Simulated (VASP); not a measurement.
Set up this calculation in VASP 6.6.1, as the native input.

```yaml
Task: relaxation of cell and atoms
Functional: PBE
Potentials_or_basis: VASP PAW PBE potentials, release 64 (Hf_pv)
Cutoff: 600 eV
k_mesh: 15 × 15 × 8
Occupations: fermi-dirac, width 0.05 eV
Spin: no spin polarisation
Dipole_correction: no
Further_INCAR_settings: ALGO = Normal; EDIFF = 1e-06; IBRION = 2; EDIFFG = -0.005; NSW = 45; ISIF = 3
```

The structure of Hf lies in POSCAR:

```
Hf
1.0
    3.2046382684      0.0000000000      0.0000000000
   -1.6023191342      2.7752981504      0.0000000000
    0.0000000000      0.0000000000      5.0681353968
Hf
2
Direct
    0.3333333333      0.6666666667      0.2500000000
    0.6666666667      0.3333333333      0.7500000000
```

These files were run (other wordings do the same):

INCAR

```
SYSTEM = Hf
PREC     = Accurate       ! precision mode
ENCUT    = 600            ! plane-wave cutoff, eV
EDIFF    = 1E-6           ! SCF threshold, eV
ISMEAR   = -1             ! smearing method
SIGMA    = 0.05           ! smearing width, eV
LREAL    = .False.        ! projectors in reciprocal space
LASPH    = .True.         ! aspherical terms in the spheres
NELM     = 100            ! most SCF steps
ALGO     = Normal         ! electronic algorithm
ISIF     = 3              ! what is computed and relaxed
LWAVE    = .False.        ! write WAVECAR
LCHARG   = .False.        ! write CHGCAR
GGA      = PE             ! functional
IBRION   = 2              ! ionic algorithm
NSW      = 45             ! ionic steps
EDIFFG   = -0.005         ! ionic threshold
```

KPOINTS

```
Automatic mesh
0
Gamma
  15 15 8
  0 0 0
```

Potentials or basis: VASP PAW PBE potentials, release 64 (Hf_pv).

Run with:

```bash
$ cat potpaw_PBE.64/Hf_pv/POTCAR > POTCAR
$ mpirun -np 1 vasp_std > vasp.out
```

Results of the run:

| Quantity | Value |
| --- | --- |
| Relaxed volume | 22.45 Å³/atom |
| Relaxed cell | a = 3.201 Å, b = 3.201 Å, c = 5.060 Å, α = 90.00°, β = 90.00°, γ = 120.00° |
| Space group after relaxing (to 0.1 Å) | P6_3/mmc (No. 194) |
| Energy gained by relaxing | 0.1 meV/atom |
| Ionic steps | 3 |
| Pressure after relaxing | 0.0 GPa |
| Band gap on the k mesh | zero (bands 10 and 11 overlap by 1.61 eV) |

Caveat: spin-orbit coupling is left out, which moves the levels of the heavy elements.

Wall time 5.1 min on 1 thread of Intel Xeon 8259CL (shared host), peak memory 0.26 GiB.
